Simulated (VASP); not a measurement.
# LiF (I4/mmm) in VASP: settings compared

Aim: see how the results for LiF move with the level of theory and the settings. Levels: PBE, r2SCAN. Tasks: single point.

Everything below comes from runs of VASP 6.6.1. Logs are shortened: lines on timing, memory, paths and dates and some standing lists are left out, and cuts for length are marked.

## 1. The cell of the first run

It takes space group I4/mmm (No. 139, tetragonal). Conventional cell: a = 2.653 Å, b = 2.653 Å, c = 4.183 Å, α = 90.00°, β = 90.00°, γ = 90.00°. Li (site symmetry 4/mmm) has 6 F at 1.88 to 2.09 Å within 2.5 Å. Within 2.5 Å of F (site symmetry 4/mmm) lie 6 Li at 1.88 to 2.09 Å.

## 2. Single point, PBE (epitaxial xy strain -6.0%)

INCAR reads:

```
SYSTEM = LiF
PREC     = Accurate       ! precision mode
ENCUT    = 520            ! plane-wave cutoff, eV
EDIFF    = 1E-6           ! SCF threshold, eV
ISMEAR   = -1             ! smearing method
SIGMA    = 0.02           ! smearing width, eV
LREAL    = .False.        ! projectors in reciprocal space
LASPH    = .True.         ! aspherical terms in the spheres
NELM     = 100            ! most SCF steps
ALGO     = Normal         ! electronic algorithm
ISIF     = 2              ! what is computed and relaxed
LWAVE    = .False.        ! write WAVECAR
LCHARG   = .True.         ! write CHGCAR
GGA      = PE             ! functional
LELF     = .True.         ! ELF
LVHAR    = .True.       
NBANDS   = 12             ! bands
```

KPOINTS reads:

```
Automatic mesh
0
Gamma
  10 10 10
  0 0 0
```

POSCAR reads:

```
LiF
1.0
    0.0000000000      1.8757778977      2.0915369418
    1.8757778977      0.0000000000      2.0915369418
    1.8757778977      1.8757778977      0.0000000000
Li F
1 1
Direct
    0.0000000000      0.0000000000      0.0000000000
    0.5000000000      0.5000000000      0.5000000000
```

Potentials or basis: VASP PAW PBE potentials, release 64 (Li_sv, F).

Started as:

```sh
> cat potpaw_PBE.64/Li_sv/POTCAR potpaw_PBE.64/F/POTCAR > POTCAR
> mpirun -np 1 vasp_std > vasp.out
```

OUTCAR:

```text
SYSTEM = LiF
   PREC = Accurate
   ENCUT = 520
   EDIFF = 1E-6
   ISMEAR = -1
   LREAL = .False.
   LASPH = .True.
   NELM = 100
   ISIF = 2
   GGA = PE

 ion  position               nearest neighbor table
   1  0.000  0.000  0.000-   2 1.88   2 1.88   2 1.88   2 1.88   2 2.09   2 2.09
   2  0.500  0.500  0.500-   1 1.88   1 1.88   1 1.88   1 1.88   1 2.09   1 2.09

  LATTYP: Found a body centered tetragonal cell.
 ALAT       =     2.6527505429
 C/A-ratio  =     1.5768817369

  Lattice vectors:

 A1 = (  -1.8757778977,   0.0000000000,   2.0915369418)
 A2 = (   1.8757778977,   0.0000000000,   2.0915369418)
 A3 = (   0.0000000000,   1.8757778977,  -2.0915369418)

Analysis of symmetry for initial positions (statically):
=====================================================================
 Subroutine PRICEL returns:
 Original cell was already a primitive cell.

 Routine SETGRP: Setting up the symmetry group for a
 body centered tetragonal supercell.

 Subroutine GETGRP returns: Found 16 space group operations
 (whereof 16 operations were pure point group operations)
 out of a pool of 16 trial point group operations.

The static configuration has the point symmetry D_4h.

Analysis of symmetry for dynamics (positions and initial velocities):
=====================================================================
 Subroutine PRICEL returns:
 Original cell was already a primitive cell.

 Routine SETGRP: Setting up the symmetry group for a
 body centered tetragonal supercell.

 Subroutine GETGRP returns: Found 16 space group operations
 (whereof 16 operations were pure point group operations)
 out of a pool of 16 trial point group operations.

The dynamic configuration has the point symmetry D_4h.

 Subroutine INISYM returns: Found 16 space group operations
 (whereof 16 operations are pure point group operations),
 and found     1 'primitive' translations

----------------------------------------------------------------------------------------

                                     Primitive cell

  volume of cell :      14.7183

  direct lattice vectors                    reciprocal lattice vectors
     0.000000000  1.875777898  2.091536942    -0.266556078  0.266556078  0.239058651
     1.875777898  0.000000000  2.091536942     0.266556078 -0.266556078  0.239058651
     1.875777898  1.875777898  0.000000000     0.266556078  0.266556078 -0.239058651

  length of vectors
     2.809460713  2.809460713  2.652750543     0.446378006  0.446378006  0.446378006

  position of ions in fractional coordinates (direct lattice)
     0.000000000  0.000000000  0.000000000
     0.500000000  0.500000000  0.500000000

  ion indices of the primitive-cell ions
   primitive index   ion index
[... 82 lines left out ...]
   POTIM  = 0.5000    time-step for ionic-motion
   TEBEG  =    0.0;   TEEND  =   0.0 temperature during run
   PSTRESS=    0.0 pullay stress
   NELECT =      10.0000    total number of electrons
   NUPDOWN=      -1.0000    fix difference up-down
   EMIN   =  10.00;   EMAX   =-10.00  energy-range for DOS
   EFERMI =   0.00;   METHOD = LEGACY
   ISMEAR =    -1;   SIGMA  =   0.02  broadening in eV -4-tet -1-fermi 0-gaus
   EFERMI_NEDOS =   21; number of points for ismear=-14 and -15
   IALGO  =     38    algorithm
   IMIX   =      4    mixing-type and parameters
     AMIX     =   0.40;   BMIX     =  1.00
     AMIX_MAG =   1.60;   BMIX_MAG =  1.00
  volume/ion in A,a.u.               =       7.36        49.66
  Fermi-wavevector in a.u.,A,eV,Ry     =   1.439203  2.719699 28.181818  2.071305
  Thomas-Fermi vector in A             =   2.558085
   LORBIT       =      0    0 simple, 1 ext, 2 COOP (PROOUT), +10 PAW based schemes
   GGA     = PE    functional components
   LHFCALC =     F    Hartree Fock is set to
   AEXX    =    0.0000 exact exchange contribution
   IVDW    =     0    specifies the selected vdW correction
   LEPSILON=     F    determine dielectric tensor
   LRPA    =     F    only Hartree local field effects (RPA)
 non-spin polarized calculation
  energy-cutoff  :      520.00
  volume of cell :       14.72
 maximum number of plane-waves:       402
 NGX is ok and might be reduce to    24
   NGX = 11   NGY = 11   NGZ =  9

 number of electron      10.0000000 magnetization

 number of electron       9.9999999 magnetization

 Free energy of the ion-electron system (eV)
  ---------------------------------------------------
  ext. energy  EPLUGINS =         0.00000000
  ---------------------------------------------------
  free energy    TOTEN  =        -9.52191429 eV

  energy without entropy =       -9.52191429  energy(sigma->0) =       -9.52191429

 E-fermi :   0.1658     XC(G=0): -10.4814

 val. band max:       -0.2624535068   @ k =   0.0000   0.0000   0.0000
 cond. band min:       9.6415540528   @ k =   0.0000   0.0000   0.0000
 fundamental gap:      9.9040075596
 Fermi energy:         0.1658251349

 k-point     1 :       0.0000    0.0000    0.0000
  band No.  band energies     occupation
      1     -41.0368      2.00000
      2     -20.6303      2.00000
      3      -0.4373      2.00000
      4      -0.4373      2.00000
      5      -0.2625      2.00000
      6       9.6416      0.00000
      7      23.3577      0.00000
      8      24.4946      0.00000
      9      25.5257      0.00000
     10      25.5257      0.00000
     11      26.0782      0.00000
     12      26.0782      0.00000
[... 331 lines left out ...]
 k-point    24 :       0.4000    0.3000    0.0000
  band No.  band energies     occupation
      1     -40.9612      2.00000
      2     -20.0653      2.00000
      3      -3.1145      2.00000
      4      -1.2379      2.00000
      5      -1.0613      2.00000
      6      13.0032      0.00000
      7      17.9573      0.00000
      8      19.1756      0.00000
      9      22.2566      0.00000
     10      23.3303      0.00000
     11      35.1987      0.00000
     12      37.1155      0.00000

 [... further k-points ...]
[... 5 lines left out ...]
  --------------------------------------------------------------------------------------
  -------------------------------------------------------------------------------------
  Total        1.6775021      1.6775021      0.3998400      0.0000000      0.0000000      0.0000000
  in kB      182.6061086    182.6061086     43.5249675      0.0000000      0.0000000      0.0000000
  external PRESSURE =     136.2457282 kB  Pullay stress =       0.0000000 kB

 VOLUME and BASIS-vectors are now :
 -----------------------------------------------------------------------------
  energy-cutoff  :      520.00
  volume of cell :       14.72
      direct lattice vectors                 reciprocal lattice vectors
     0.000000000  1.875777898  2.091536942    -0.266556078  0.266556078  0.239058651
     1.875777898  0.000000000  2.091536942     0.266556078 -0.266556078  0.239058651
     1.875777898  1.875777898  0.000000000     0.266556078  0.266556078 -0.239058651

 POSITION                                       TOTAL-FORCE (eV/Angst)
 -----------------------------------------------------------------------------------
      0.00000      0.00000      0.00000         0.000000      0.000000      0.000000
      1.87578      1.87578      2.09154        -0.000000     -0.000000      0.000000
 -----------------------------------------------------------------------------------
    total drift:                               -0.000000     -0.000000      0.000000

  FREE ENERGIE OF THE ION-ELECTRON SYSTEM (eV)
  ---------------------------------------------------
  free  energy   TOTEN  =        -9.5219142891 eV

  energy  without entropy=       -9.5219142891  energy(sigma->0) =       -9.52191429
```

stdout:

```text
POSCAR found type information on POSCAR LiF
 POSCAR found :  2 types and       2 ions
 scaLAPACK will be used
 LDA part: xc-table for (Slater+PW92), standard interpolation
 POSCAR, INCAR and KPOINTS ok, starting setup
 FFT: planning ... GRIDC
 FFT: planning ... GRID_SOFT
 FFT: planning ... GRID
 WAVECAR not read
 entering main loop
```

Wall time 9.6 s (1 thread of Intel Xeon Platinum 8375C at 2.90GHz (Ice Lake), shared host); peak memory 0.13 GiB.

What came out:

```
Free energy            : -9.5219 eV
Band gap on the k mesh : 9.90 eV, direct
```

Levels at points of the mesh, in eV from the valence-band top:
```tsv
k point	band 3	band 4	band 5	band 6	band 7	band 8
(0.00, 0.00, 0.00)	-0.17	-0.17	0.00	9.90	23.62	24.76
(0.50, 0.00, 0.00)	-2.92	-0.51	-0.22	11.24	17.86	18.83
(0.50, 0.50, 0.00)	-3.65	-1.01	-1.01	14.45	17.97	18.80
(0.50, 0.00, 0.50)	-3.55	-1.77	-1.01	16.50	16.51	18.73
```

Caveat: the cell differs from its parent crystal (epitaxial xy strain -6.0%); the cutoff is under 1.25 times the usual one of these potentials, so pressure, stress and relaxed cells hold a basis-set (Pulay) error.

## 3. Single point, r2SCAN (epitaxial xy strain -6.0%)

POSCAR is that of step 2.

INCAR.step1 reads:

```
ALGO = Normal
EDIFF = 1E-4
ENCUT = 520
GGA = PE
ISMEAR = 0
LASPH = True
LCHARG = False
LREAL = False
LWAVE = True
NBANDS = 12
NELM = 60
PREC = Accurate
SIGMA = 0.01
```

INCAR.step2 reads:

```
ALGO = Normal
EDIFF = 1E-6
ENCUT = 520
ISIF = 2
ISMEAR = 0
ISTART = 1
LASPH = True
LCHARG = True
LELF = True
LMIXTAU = True
LREAL = False
LVHAR = True
LWAVE = False
METAGGA = R2SCAN
NBANDS = 12
NELM = 60
PREC = Accurate
SIGMA = 0.01
```

KPOINTS reads:

```
k-points
0
Gamma
  10 10 10
```

Potentials or basis: VASP PAW PBE potentials, release 64 (Li_sv, F).

Started as:

```sh
> cat potpaw_PBE.64/Li_sv/POTCAR potpaw_PBE.64/F/POTCAR > POTCAR
> cp INCAR.step1 INCAR
> mpirun -np 1 vasp_std > vasp.out
> cp INCAR.step2 INCAR
> mpirun -np 1 vasp_std > vasp.out
```

OUTCAR:

```text
EDIFF = 1E-6
   ENCUT = 520
   ISIF = 2
   ISMEAR = 0
   ISTART = 1
   LASPH = True
   LREAL = False
   METAGGA = R2SCAN
   NELM = 60
   PREC = Accurate

 ion  position               nearest neighbor table
   1  0.000  0.000  0.000-   2 1.88   2 1.88   2 1.88   2 1.88   2 2.09   2 2.09
   2  0.500  0.500  0.500-   1 1.88   1 1.88   1 1.88   1 1.88   1 2.09   1 2.09

  LATTYP: Found a body centered tetragonal cell.
 ALAT       =     2.6527505429
 C/A-ratio  =     1.5768817369

  Lattice vectors:

 A1 = (  -1.8757778977,   0.0000000000,   2.0915369418)
 A2 = (   1.8757778977,   0.0000000000,   2.0915369418)
 A3 = (   0.0000000000,   1.8757778977,  -2.0915369418)

Analysis of symmetry for initial positions (statically):
=====================================================================
 Subroutine PRICEL returns:
 Original cell was already a primitive cell.

 Routine SETGRP: Setting up the symmetry group for a
 body centered tetragonal supercell.

 Subroutine GETGRP returns: Found 16 space group operations
 (whereof 16 operations were pure point group operations)
 out of a pool of 16 trial point group operations.

The static configuration has the point symmetry D_4h.

Analysis of symmetry for dynamics (positions and initial velocities):
=====================================================================
 Subroutine PRICEL returns:
 Original cell was already a primitive cell.

 Routine SETGRP: Setting up the symmetry group for a
 body centered tetragonal supercell.

 Subroutine GETGRP returns: Found 16 space group operations
 (whereof 16 operations were pure point group operations)
 out of a pool of 16 trial point group operations.

The dynamic configuration has the point symmetry D_4h.

 Subroutine INISYM returns: Found 16 space group operations
 (whereof 16 operations are pure point group operations),
 and found     1 'primitive' translations

----------------------------------------------------------------------------------------
[... 117 lines left out ...]
   LORBIT       =      0    0 simple, 1 ext, 2 COOP (PROOUT), +10 PAW based schemes
   METAGGA = R2SCAN    functional components
   LHFCALC =     F    Hartree Fock is set to
   AEXX    =    0.0000 exact exchange contribution
   IVDW    =     0    specifies the selected vdW correction
   LEPSILON=     F    determine dielectric tensor
   LRPA    =     F    only Hartree local field effects (RPA)
 non-spin polarized calculation
 Gauss-broadening in eV      SIGMA  =   0.01
  energy-cutoff  :      520.00
  volume of cell :       14.72
 maximum number of plane-waves:       402
 NGX is ok and might be reduce to    24
   NGX = 11   NGY = 11   NGZ =  9

 number of electron       9.9999999 magnetization

 Free energy of the ion-electron system (eV)
  ---------------------------------------------------
  ext. energy  EPLUGINS =         0.00000000
  ---------------------------------------------------
  free energy    TOTEN  =       -11.83004156 eV

  energy without entropy =      -11.83004156  energy(sigma->0) =      -11.83004156

 E-fermi :  -0.6100     XC(G=0): -11.0911

 val. band max:       -0.8939619513   @ k =   0.0000   0.0000   0.0000
 cond. band min:      10.2158598186   @ k =   0.0000   0.0000   0.0000
 fundamental gap:     11.1098217699
 Fermi energy:        -0.6099598195

 k-point     1 :       0.0000    0.0000    0.0000
  band No.  band energies     occupation
      1     -42.8181      2.00000
      2     -22.3778      2.00000
      3      -1.0670      2.00000
      4      -1.0670      2.00000
      5      -0.8940      2.00000
      6      10.2159      0.00000
      7      24.7114      0.00000
      8      25.0761      0.00000
      9      26.0640      0.00000
     10      26.0647      0.00000
     11      27.7788      0.00000
     12      27.7803      0.00000
[... 331 lines left out ...]
 k-point    24 :       0.4000    0.3000    0.0000
  band No.  band energies     occupation
      1     -42.7444      2.00000
      2     -21.8353      2.00000
      3      -3.7379      2.00000
      4      -1.8725      2.00000
      5      -1.6993      2.00000
      6      13.5739      0.00000
      7      18.4835      0.00000
      8      20.2654      0.00000
      9      23.4027      0.00000
     10      24.4022      0.00000
     11      36.3174      0.00000
     12      38.2073      0.00000

 [... further k-points ...]
[... 5 lines left out ...]
  --------------------------------------------------------------------------------------
  -------------------------------------------------------------------------------------
  Total        1.2214306      1.2214306     -0.0992008      0.0000000      0.0000000      0.0000000
  in kB      132.9600044    132.9600044    -10.7985954      0.0000000      0.0000000      0.0000000
  external PRESSURE =      85.0404711 kB  Pullay stress =       0.0000000 kB

 VOLUME and BASIS-vectors are now :
 -----------------------------------------------------------------------------
  energy-cutoff  :      520.00
  volume of cell :       14.72
      direct lattice vectors                 reciprocal lattice vectors
     0.000000000  1.875777898  2.091536942    -0.266556078  0.266556078  0.239058651
     1.875777898  0.000000000  2.091536942     0.266556078 -0.266556078  0.239058651
     1.875777898  1.875777898  0.000000000     0.266556078  0.266556078 -0.239058651

 POSITION                                       TOTAL-FORCE (eV/Angst)
 -----------------------------------------------------------------------------------
      0.00000      0.00000      0.00000        -0.000000      0.000000      0.000000
      1.87578      1.87578      2.09154         0.000000     -0.000000      0.000000
 -----------------------------------------------------------------------------------
    total drift:                               -0.000000     -0.000000      0.000000

  FREE ENERGIE OF THE ION-ELECTRON SYSTEM (eV)
  ---------------------------------------------------
  free  energy   TOTEN  =       -11.8300415647 eV

  energy  without entropy=      -11.8300415647  energy(sigma->0) =      -11.83004156
```

OUTCAR.step1:

```text
EDIFF = 1E-4
   ENCUT = 520
   GGA = PE
   ISMEAR = 0
   LASPH = True
[... 584 lines left out ...]
 -----------------------------------------------------------------------------------
      0.00000      0.00000      0.00000        -0.000000      0.000000      0.000000
      1.87578      1.87578      2.09154         0.000000     -0.000000      0.000000
 -----------------------------------------------------------------------------------
    total drift:                               -0.000000     -0.000000      0.000000

  FREE ENERGIE OF THE ION-ELECTRON SYSTEM (eV)
  ---------------------------------------------------
  free  energy   TOTEN  =        -9.5218351927 eV

  energy  without entropy=       -9.5218351927  energy(sigma->0) =       -9.52183519
```

OSZICAR.step1:

```text
N       E                     dE             d eps       ncg     rms          rms(c)
DAV:   1     0.320781542273E+02    0.32078E+02   -0.55840E+03  2608   0.863E+02
DAV:   2    -0.902538711209E+01   -0.41104E+02   -0.40277E+02  2936   0.193E+02
DAV:   3    -0.100481880816E+02   -0.10228E+01   -0.10206E+01  3252   0.265E+01
DAV:   4    -0.100585950606E+02   -0.10407E-01   -0.10407E-01  2780   0.278E+00
DAV:   5    -0.100587047167E+02   -0.10966E-03   -0.10966E-03  3192   0.213E-01    0.464E+00
DAV:   6    -0.951034481208E+01    0.54836E+00   -0.24511E+00  2700   0.100E+01    0.134E+00
DAV:   7    -0.951507713905E+01   -0.47323E-02   -0.24076E-02  3268   0.136E+00    0.856E-01
DAV:   8    -0.952180691028E+01   -0.67298E-02   -0.14016E-02  3008   0.123E+00    0.106E-01
DAV:   9    -0.952183519268E+01   -0.28282E-04   -0.89199E-04  2884   0.269E-01
   1 F= -.95218352E+01 E0= -.95218352E+01  d E =-.221136-115
```

Wall time 47 s (1 thread of Intel Xeon Platinum 8375C at 2.90GHz (Ice Lake), shared host); peak memory 0.14 GiB.

Results:

```yaml
Free_energy: -11.8300 eV
Band_gap_on_the_k_mesh: 11.11 eV, direct
```

Levels at points of the mesh, in eV from the valence-band top:
```csv
k point,band 2,band 3,band 4,band 5,band 6,band 7,band 8,band 9
"(0.00, 0.00, 0.00)",-21.48,-0.17,-0.17,0.00,11.11,25.61,25.97,26.96
"(0.50, 0.00, 0.00)",-21.02,-2.89,-0.53,-0.23,12.33,19.29,20.36,22.44
"(0.50, 0.50, 0.00)",-20.78,-3.65,-1.02,-1.02,15.69,19.02,20.56,24.46
"(0.50, 0.00, 0.50)",-20.60,-3.55,-1.79,-1.02,17.48,17.85,20.39,21.75
```

Caveat: the cell differs from its parent crystal (epitaxial xy strain -6.0%); the cutoff is under 1.25 times the usual one of these potentials, so pressure, stress and relaxed cells hold a basis-set (Pulay) error; the PAW data sets were made with another functional, which shifts forces and pressure a little.
